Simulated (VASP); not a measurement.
Write the native input for VASP 6.6.1 that does the following.

```yaml
Task: relaxation of cell and atoms
Functional: r2SCAN
Potentials_or_basis: VASP PAW PBE potentials, release 64 (Ga_d)
Cutoff: 600 eV
k_mesh: 12 × 12 × 7
Occupations: fermi-dirac, width 0.1 eV
Spin: no spin polarisation
Dipole_correction: no
Further_INCAR_settings: ALGO = Normal; EDIFF = 1e-07; IBRION = 2; EDIFFG = -0.01; NSW = 80; ISIF = 3
```

Ga:

```
CELL_PARAMETERS angstrom
3.02612 0.00000 0.00000
-1.51306 2.62070 0.00000
0.00000 0.00000 4.94165
ATOMIC_POSITIONS crystal
Ga 0.33333 0.66667 0.25000
Ga 0.66667 0.33333 0.75000
```

These files were run (other wordings do the same):

POSCAR

```
Ga
1.0
    3.0261186087      0.0000000000      0.0000000000
   -1.5130593044      2.6206955900      0.0000000000
    0.0000000000      0.0000000000      4.9416516880
Ga
2
Direct
    0.3333333333      0.6666666667      0.2500000000
    0.6666666667      0.3333333333      0.7500000000
```

INCAR.step1

```
PREC = Accurate
ENCUT = 600
ISMEAR = -1
SIGMA = 0.1
LREAL = False
LASPH = True
NELM = 100
GGA = PE
ALGO = Normal
EDIFF = 1E-4
LWAVE = True
LCHARG = False
```

INCAR.step2

```
PREC = Accurate
ENCUT = 600
EDIFF = 1E-7
ISMEAR = -1
SIGMA = 0.1
LREAL = False
LASPH = True
NELM = 100
ALGO = Normal
ISIF = 3
LWAVE = False
LCHARG = False
METAGGA = R2SCAN
LMIXTAU = True
IBRION = 2
NSW = 80
EDIFFG = -0.01
ISTART = 1
```

KPOINTS

```
Automatic mesh
0
Gamma
  12 12 7
```

Potentials or basis: VASP PAW PBE potentials, release 64 (Ga_d).

Command:

```console
$ cat potpaw_PBE.64/Ga_d/POTCAR > POTCAR
$ cp INCAR.step1 INCAR
$ mpirun -np 1 vasp_std > vasp.out
$ cp INCAR.step2 INCAR
$ mpirun -np 1 vasp_std > vasp.out
```

It gave:

The relaxed volume is 18.02 Å³/atom. The relaxed cell is a = 2.977 Å, b = 2.977 Å, c = 4.695 Å, α = 90.00°, β = 90.00°, γ = 120.00°, the space group after relaxing (to 0.05 Å) is P6_3/mmc (No. 194) and the energy gained by relaxing is 24.0 meV/atom. The ionic steps are 9, the pressure after relaxing is -0.1 GPa and the band gap on the k mesh is zero (band 13 reaches 9.92 eV, above the bottom of band 14 at 2.99 eV).

Caveat: the PAW data sets were made with another functional, which shifts forces and pressure a little.

Run time: 7.5 min on 1 thread of Intel(R) Xeon(R) 6975P-C (Granite Rapids), on a shared host, peak memory 0.2 GiB.
